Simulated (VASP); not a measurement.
# Si16C16O (a cell with a defect) in VASP: a series of runs, part 2 of 2

VASP 6.6.1.

**4. Single point, PBE**

The input, INCAR:

```
PREC = Accurate ; ENCUT = 520
EDIFF = 1E-6 ; ISMEAR = -1
SIGMA = 0.01 ; LREAL = Auto
LASPH = True ; NELM = 120
ALGO = Normal ; ISIF = 2
LWAVE = False ; LCHARG = False
GGA = PE ; NELECT = 136.0
NBANDS = 89 ; GGA_COMPAT = False
```

The input, KPOINTS:

```
Automatic mesh
0
Gamma
  1 1 1
```

The input, POSCAR:

```
Si16C16O
1.0
   -4.3797050000      4.3797050000     -4.3797050000
    4.3797050000      4.3797050000      4.3797050000
    4.3797050000     -4.3797050000     -4.3797050000
Si C O
16 16 1
Direct
   -0.0002987644     -0.0038501452      0.7476514971
   -0.0003075550      0.2477107476      0.4961213141
   -0.0002954537      0.4998092337      0.2372292198
   -0.0003176013      0.7372493125     -0.0002218186
    0.2512382683      0.0034748916      0.5034296830
    0.2518340847      0.2482698036      0.2518999567
    0.2371659735      0.4998298972     -0.0002101740
    0.2518286049      0.7519437953      0.7482531358
    0.5033627836      0.0034873353      0.2513226347
    0.4960403726      0.2476907691     -0.0002127997
    0.4960227915      0.4998022698      0.7476524104
    0.5033486274      0.7513653317      0.5034457800
    0.7475937306     -0.0038488894     -0.0002118864
    0.7622638968      0.2623599078      0.7623415276
    0.7475943014      0.4998272715      0.4961319313
    0.7481491333      0.7519370597      0.2519094323
   -0.0002887181     -0.0006985630     -0.0002255860
   -0.0002899739      0.2342044727      0.7341787860
   -0.0002887181      0.4998427976      0.4993068026
   -0.0003190854      0.7654084008      0.2653828283
    0.2497107682     -0.0001814049      0.7497794943
    0.2496773184      0.2498014136      0.4997588879
    0.2653096499      0.4998054663      0.2653928746
    0.2653064533      0.7654407089     -0.0002090323
    0.5001897388      0.0003189713      0.5002735344
    0.4997197300      0.2498294976      0.2497854308
    0.4991888723      0.4998130011     -0.0002211336
    0.4997070579      0.7498197938      0.7497890840
    0.7497109965     -0.0001729569      0.2497897689
    0.7341018402      0.2342021894     -0.0002239877
    0.7340798067      0.4997980458      0.7341754753
    0.7496951279      0.7498245886      0.4997918810
   -0.0002734202      0.4998232758     -0.0002185079
```

On the command line:

```bash
> cat potpaw_PBE.64/Si/POTCAR potpaw_PBE.64/C/POTCAR potpaw_PBE.64/O/POTCAR > POTCAR
> mpirun -np 1 vasp_gam > vasp.out
```

Run time: 80 s. Hardware: 1 thread of Intel Xeon Platinum 8488C (Sapphire Rapids), shared host; peak memory 0.4 GiB.

Results (log left out):

```yaml
Free_energy: -221.9219 eV
Largest_force: 0.011 eV/Å
```

Forces in eV/Å, atoms in the order of the input:
```
Si  -0.001  0.006  0.003
Si  -0.003 -0.005 -0.009
Si   0.006 -0.005 -0.006
Si   0.006  0.008  0.004
Si   0.003 -0.006  0.005
Si   0.006  0.005 -0.002
Si  -0.006  0.005 -0.006
Si   0.006  0.003 -0.006
Si  -0.005  0.002  0.004
Si  -0.006  0.000 -0.005
Si  -0.005  0.006  0.002
Si  -0.006 -0.005 -0.004
Si   0.005 -0.001  0.005
Si  -0.006 -0.005  0.007
Si   0.007 -0.006  0.002
Si   0.002  0.007 -0.006
C    0.005  0.003  0.007
C   -0.009  0.002  0.000
C    0.002 -0.006 -0.003
C    0.008  0.001 -0.002
C   -0.001 -0.002  0.003
C    0.000 -0.001  0.002
C    0.002  0.001 -0.009
C    0.000  0.010 -0.001
C   -0.005 -0.005  0.005
C    0.000 -0.002  0.002
C   -0.005  0.004 -0.004
C   -0.001 -0.003  0.002
C    0.000 -0.003  0.004
C    0.001 -0.007 -0.001
C   -0.001  0.001  0.006
C   -0.001 -0.003  0.003
O    0.002  0.000 -0.002
```

Levels at points of the mesh, in eV from the Fermi level:
| k point | band 64 | band 65 | band 66 | band 67 | band 68 | band 69 | band 70 | band 71 | band 72 | band 73 |
| --- | --- | --- | --- | --- | --- | --- | --- | --- | --- | --- |
| (0.00, 0.00, 0.00) | -0.63 | -0.63 | -0.30 | -0.30 | -0.30 | 0.83 | 0.83 | 2.19 | 3.45 | 3.45 |

Caveat: the k points lie up to 1.01 Å⁻¹ apart; the cell carries a net charge on a neutralising background, which shifts energy and pressure; the cell is charged against a uniform background, so pressure and absolute levels hang on convention.

**5. Single point, PBE**

The input, INCAR:

```
SYSTEM = Si16C16O
ALGO = Normal ; EDIFF = 1E-6
ENCUT = 520 ; GGA = PE
GGA_COMPAT = .False. ; ISIF = 2
ISMEAR = -1 ; LASPH = .True.
LCHARG = .True. ; LELF = .True.
LREAL = Auto ; LVHAR = .True.
LWAVE = .False. ; NBANDS = 89
NELECT = 136.0 ; NELM = 120
PREC = Accurate ; SIGMA = 0.01
```

The input, KPOINTS:

```
k-points
0
Gamma
  1 1 1
  0 0 0
```

The input, POSCAR:

```
Si16C16O
1.0
   -4.3797050000      4.3797050000     -4.3797050000
    4.3797050000      4.3797050000      4.3797050000
    4.3797050000     -4.3797050000     -4.3797050000
Si C O
16 16 1
Direct
   -0.0002989927      0.0003883823      0.7434360305
   -0.0003069841      0.2524883525      0.4845520417
   -0.0003161172      0.4899323128      0.2471238360
   -0.0002973945      0.7488610534     -0.0050263659
    0.2518473276      0.0009525756      0.4992466388
    0.2371200800      0.2524990838      0.2471101364
    0.2518486976      0.5046656110     -0.0043951590
    0.2512158924      0.7561742172      0.7507719127
    0.4960531588      0.0003710296      0.2471297724
    0.4960182250      0.2524889233     -0.0050095840
    0.5033529656      0.5040154531      0.7507803608
    0.5033761406      0.7561632576      0.4986591563
    0.7622612710      0.0150724763      0.0096786199
    0.7475520612      0.2525191765      0.7434582923
    0.7481759616      0.5046517973      0.4992502920
    0.7475526320      0.7488111642      0.2470997476
   -0.0003080116     -0.0130757665     -0.0185001045
   -0.0003017327      0.2525232864      0.7467281472
   -0.0003105232      0.5180947119      0.5127233455
   -0.0003003627      0.7521028243      0.2471148171
    0.2496971828      0.0025030225      0.7471127622
    0.2653026859      0.2524755663      0.5127078194
    0.2652967494      0.5181117221      0.2471212102
    0.2497048317      0.7525297937     -0.0028821576
    0.4997239540      0.0024952594      0.4971232081
    0.4992944730      0.2525051345      0.2471286308
    0.4996901618      0.5024832723     -0.0028949438
    0.5000829965      0.7528887220      0.7475125608
    0.7340844874     -0.0131283956      0.2470965510
    0.7340856291      0.2525108426     -0.0184794410
    0.7496974111      0.5025220877      0.7471197261
    0.7497055167      0.7525139250      0.4971099652
   -0.0003081258      0.2525068469      0.2471360514
```

On the command line:

```bash
> cat potpaw_PBE.64/Si/POTCAR potpaw_PBE.64/C/POTCAR potpaw_PBE.64/O/POTCAR > POTCAR
> mpirun -np 1 vasp_gam > vasp.out
```

It took 69 s on 1 thread of Intel Xeon Platinum 8488C (Sapphire Rapids), shared host; peak memory 0.39 GiB.

Results (log left out):

```
Free energy   : -221.9198 eV
Largest force : 0.023 eV/Å
```

Forces in eV/Å, atoms in the order of the input:
```
Si  -0.003 -0.004 -0.003
Si   0.004 -0.007 -0.007
Si   0.012  0.015  0.013
Si   0.000  0.007  0.008
Si   0.008  0.004  0.003
Si  -0.012  0.013 -0.008
Si   0.004  0.003  0.001
Si   0.001 -0.004  0.007
Si  -0.005  0.000 -0.004
Si  -0.005  0.012  0.007
Si  -0.005 -0.006  0.003
Si  -0.006  0.005  0.013
Si  -0.012 -0.009  0.014
Si   0.004  0.000  0.003
Si   0.003  0.006 -0.003
Si   0.008  0.003  0.003
C   -0.012 -0.004 -0.005
C    0.000 -0.002 -0.003
C    0.011 -0.003 -0.003
C   -0.001 -0.004 -0.003
C    0.000 -0.002 -0.003
C   -0.001  0.001 -0.010
C    0.001  0.005 -0.007
C    0.000 -0.003 -0.005
C    0.002 -0.003 -0.003
C    0.002 -0.004 -0.003
C    0.002 -0.003 -0.004
C    0.000 -0.003 -0.003
C    0.001 -0.009 -0.001
C   -0.001 -0.006  0.003
C    0.000 -0.002 -0.004
C    0.000 -0.003 -0.005
O   -0.001  0.007  0.009
```

Levels at points of the mesh, in eV from the Fermi level:
| k point | band 64 | band 65 | band 66 | band 67 | band 68 | band 69 | band 70 | band 71 | band 72 | band 73 |
| --- | --- | --- | --- | --- | --- | --- | --- | --- | --- | --- |
| (0.00, 0.00, 0.00) | -0.64 | -0.64 | -0.31 | -0.31 | -0.31 | 0.82 | 0.82 | 2.18 | 3.45 | 3.45 |

Caveat: the k points lie up to 1.01 Å⁻¹ apart; the cell carries a net charge on a neutralising background, which shifts energy and pressure; the cell is charged against a uniform background, so pressure and absolute levels hang on convention.

**6. Single point, PBE**

The input, INCAR:

```
SYSTEM = Si16C16O
  PREC = Accurate
  ENCUT = 520
  EDIFF = 1E-6
  ISMEAR = -1
  SIGMA = 0.01
  LREAL = Auto
  LASPH = .TRUE.
  NELM = 120
  ALGO = Normal
  ISIF = 2
  LWAVE = .FALSE.
  LCHARG = .FALSE.
  GGA = PE
  NBANDS = 89
  GGA_COMPAT = .FALSE.
```

The input, KPOINTS:

```
Automatic mesh
0
G
  1 1 1
  0 0 0
```

The input, POSCAR:

```
Si16C16O
1.0
   -4.3797050000      4.3797050000     -4.3797050000
    4.3797050000      4.3797050000      4.3797050000
    4.3797050000     -4.3797050000     -4.3797050000
Si C O
16 16 1
Direct
   -0.0004943523     -0.0047449832      0.7483674133
   -0.0003539438      0.2441305605      0.4943049835
   -0.0003500023      0.4959550363      0.2374377023
   -0.0003836194      0.7448878633     -0.0008845042
    0.2513448872     -0.0004841385      0.5019120178
    0.2500874209      0.2457822985      0.2495406230
    0.2379182212      0.4958278579     -0.0009681038
    0.2508150172      0.7479019130      0.7475791836
    0.5025282644     -0.0004359300      0.2508545430
    0.4948999018      0.2441614312     -0.0008963729
    0.4968519118      0.4967283362      0.7477719159
    0.5042896807      0.7487552616      0.5037373642
    0.7489682723     -0.0046988908     -0.0010580495
    0.7615204352      0.2577385146      0.7609283731
    0.7483662026      0.4967243166      0.4963426206
    0.7480791432      0.7479187459      0.2503055924
   -0.0005886616      0.0016989342     -0.0011642749
   -0.0003853385      0.2340802343      0.7315053400
   -0.0003753641      0.5008043709      0.4958197691
   -0.0002869672      0.7660642534      0.2580032175
    0.2480121792     -0.0000270863      0.7480063107
    0.2506845549      0.2509901848      0.4984353168
    0.2671131716      0.5013839272      0.2665896908
    0.2585561841      0.7660603860     -0.0007261348
    0.5030900031      0.0040670532      0.5025607943
    0.4990253781      0.2510298716      0.2501467392
    0.4962768933      0.5007937149     -0.0009438758
    0.5000189817      0.7514482780      0.7505304233
    0.7485802826      0.0000193127      0.2474365253
    0.7321835631      0.2342411196     -0.0008001555
    0.7407890135      0.5070124221      0.7402689783
    0.7510980872      0.7514574699      0.4995065463
   -0.0001320378      0.4883527757     -0.0006646886
```

Potentials or basis: VASP PAW PBE potentials, release 64 (Si, C, O).

On the command line:

```bash
> cat potpaw_PBE.64/Si/POTCAR potpaw_PBE.64/C/POTCAR potpaw_PBE.64/O/POTCAR > POTCAR
> mpirun -np 1 vasp_gam > vasp.out
```

OUTCAR:

```text
SYSTEM = Si16C16O
   PREC = Accurate
   ENCUT = 520
   EDIFF = 1E-6
   ISMEAR = -1
   LREAL = Auto
   LASPH = .TRUE.
   NELM = 120
   ISIF = 2
   GGA = PE

 ion  position               nearest neighbor table
   1  1.000  0.995  0.748-  18 1.86  32 1.87  21 1.87  17 1.88  12 3.07  10 3.07  16 3.09   5 3.09
                            15 3.09   8 3.09  14 3.10   7 3.10  13 3.10   4 3.10   6 3.10   2 3.12
   2  1.000  0.244  0.494-  18 1.83  29 1.88  22 1.88  19 1.94   6 3.07  13 3.07  16 3.07   5 3.07
                             9 3.08  11 3.08   1 3.12   8 3.12  15 3.12   7 3.13  14 3.13
   3  1.000  0.496  0.237-  33 1.79  19 1.95  30 1.95  23 1.95  20 2.00  14 2.95   7 2.95   4 3.02
                             6 3.10  13 3.10  16 3.12   5 3.12  12 3.13  10 3.13
   4  1.000  0.745  0.999-  20 1.92  24 1.92  31 1.92  33 1.95  17 1.95  14 3.02   3 3.02   7 3.02
                             6 3.10  13 3.10   1 3.10  16 3.11   8 3.11  11 3.11  15 3.11   5 3.11
   5  0.251  1.000  0.502-  20 1.85  21 1.87  25 1.90  22 1.92   2 3.07  11 3.08  10 3.08   8 3.08
                             1 3.09   6 3.09   9 3.11   4 3.11  16 3.12  12 3.12   3 3.12
   6  0.250  0.246  0.250-  23 1.86  22 1.87  26 1.87  17 1.89   2 3.07  10 3.07  11 3.09  15 3.09
                             5 3.09   9 3.09   7 3.10   3 3.10   4 3.10  13 3.10   1 3.10  12 3.12
   7  0.238  0.496  0.999-  33 1.79  27 1.95  18 1.95  23 1.95  24 2.00  14 2.95   3 2.95   4 3.02
                             6 3.10   1 3.10   8 3.12   9 3.12  12 3.13   2 3.13
   8  0.251  0.748  0.748-  24 1.85  28 1.87  19 1.90  21 1.92  10 3.07  11 3.08   5 3.08  12 3.08
                            13 3.09   1 3.09  15 3.11   4 3.11   9 3.12   7 3.12   2 3.12
   9  0.503  1.000  0.251-  24 1.85  29 1.87  25 1.90  26 1.92  10 3.07   2 3.08  15 3.08  16 3.08
[... 18 lines left out ...]
  20  1.000  0.766  0.258-   5 1.85  16 1.85   4 1.92   3 2.00
  21  0.248  1.000  0.748-   5 1.87   1 1.87  10 1.88   8 1.92
  22  0.251  0.251  0.498-   6 1.87  11 1.87   2 1.88   5 1.92
[... 9 lines left out ...]
  32  0.751  0.751  0.500-  16 1.87   1 1.87  12 1.88  15 1.92
  33  1.000  0.488  0.999-   3 1.79   7 1.79  14 1.79   4 1.95

  LATTYP: Found a body centered cubic cell.
 ALAT       =     8.7594100000

  Lattice vectors:

 A1 = (  -4.3797050000,   4.3797050000,  -4.3797050000)
 A2 = (   4.3797050000,   4.3797050000,   4.3797050000)
 A3 = (   4.3797050000,  -4.3797050000,  -4.3797050000)

Analysis of symmetry for initial positions (statically):
=====================================================================
 Subroutine PRICEL returns:
 Original cell was already a primitive cell.

[... 194 lines left out ...]
   NGX = 29   NGY = 29   NGZ = 29

 number of electron     133.9999993 magnetization

 Free energy of the ion-electron system (eV)
  ---------------------------------------------------
  ext. energy  EPLUGINS =         0.00000000
  ---------------------------------------------------
  free energy    TOTEN  =      -238.77565175 eV

  energy without entropy =     -238.77564396  energy(sigma->0) =     -238.77564785

 E-fermi :   8.3722     XC(G=0): -11.3787

 val. band max:        8.2561036882   @ k =   0.0000   0.0000   0.0000
 cond. band min:       8.4828627602   @ k =   0.0000   0.0000   0.0000
 fundamental gap:      0.2267590719
 Fermi energy:         8.3722459373

 k-point     1 :       0.0000    0.0000    0.0000
  band No.  band energies     occupation
      1     -12.5982      2.00000
      2      -6.9795      2.00000
      3      -4.4091      2.00000
      4      -4.4087      2.00000
      5      -4.4043      2.00000
      6      -4.3769      2.00000
[... 71 lines left out ...]
     78      13.6117      0.00000
     79      13.6138      0.00000
 [bands above 79 left out]

------------------------ aborting loop because EDIFF is reached ----------------------------------------

  FORCE on cell =-STRESS in cart. coord.  units (eV):
  Direction    XX          YY          ZZ          XY          YZ          ZX
  --------------------------------------------------------------------------------------
  -------------------------------------------------------------------------------------
  Total       15.2540364     15.2161913     15.2530967     -4.1404803     -4.1234220     -4.1117511
  in kB       72.7278572     72.5474204     72.7233767    -19.7408905    -19.6595601    -19.6039157
  external PRESSURE =      72.6662181 kB  Pullay stress =       0.0000000 kB

 VOLUME and BASIS-vectors are now :
 -----------------------------------------------------------------------------
  energy-cutoff  :      520.00
  volume of cell :      336.04
      direct lattice vectors                 reciprocal lattice vectors
    -4.379705000  4.379705000 -4.379705000     0.000000000  0.114162940 -0.114162940
     4.379705000  4.379705000  4.379705000     0.114162940  0.114162940  0.000000000
     4.379705000 -4.379705000 -4.379705000     0.114162940  0.000000000 -0.114162940

 POSITION                                       TOTAL-FORCE (eV/Angst)
 -----------------------------------------------------------------------------------
      3.25901      5.45883     -3.29625        -0.004324      0.023363      0.013556
     -1.14402      3.28246     -5.47385         0.000772     -0.000540     -0.002284
     -1.16613      5.51040     -3.24594         0.018696     -0.012241     -0.020805
      3.26020      3.26458     -5.49147         0.010107      0.014680      0.017499
      5.47499      3.28017      1.07854         0.006793     -0.005974      0.012855
      1.07406      1.07885     -1.11177         0.010295      0.013878     -0.003095
[... 25 lines left out ...]
      2.18927      4.39306     -2.18612         0.001819      0.013935     -0.008173
      2.13651      2.14117     -6.61708        -0.004377      0.005433      0.013177
 -----------------------------------------------------------------------------------
    total drift:                                0.034472      0.003262     -0.009658

  FREE ENERGIE OF THE ION-ELECTRON SYSTEM (eV)
  ---------------------------------------------------
  free  energy   TOTEN  =      -238.7756517493 eV

  energy  without entropy=     -238.7756439594  energy(sigma->0) =     -238.77564785
```

It took 74 s on 1 thread of Intel Xeon Platinum 8488C (Sapphire Rapids), shared host; peak memory 0.4 GiB.

Results:

* Free energy: -238.7757 eV
* Pressure: 7.3 GPa
* Largest force: 0.036 eV/Å

Forces on the atoms (eV/Å):
```
Si  -0.004  0.023  0.014
Si   0.001 -0.001 -0.002
Si   0.019 -0.012 -0.021
Si   0.010  0.015  0.017
Si   0.007 -0.006  0.013
Si   0.010  0.014 -0.003
Si  -0.007  0.017 -0.018
Si   0.008  0.004  0.001
Si  -0.007  0.005  0.018
Si  -0.004 -0.001  0.001
Si  -0.001 -0.004 -0.006
Si  -0.006 -0.005  0.012
Si   0.024 -0.008  0.018
Si  -0.011 -0.016  0.031
Si  -0.003 -0.002 -0.001
Si   0.000  0.012  0.005
C    0.000  0.001 -0.017
C   -0.013 -0.004 -0.014
C    0.002 -0.014 -0.004
C   -0.007 -0.004  0.003
C    0.003 -0.005 -0.006
C    0.002 -0.010 -0.006
C    0.000  0.004 -0.006
C   -0.005 -0.001  0.006
C   -0.010 -0.008 -0.003
C    0.004 -0.004  0.003
C   -0.015  0.003 -0.007
C    0.026  0.010 -0.005
C   -0.005 -0.003 -0.006
C   -0.016 -0.023 -0.011
C    0.001  0.004 -0.009
C    0.002  0.014 -0.008
O   -0.004  0.005  0.013
```

Caveat: the k points lie up to 1.01 Å⁻¹ apart.
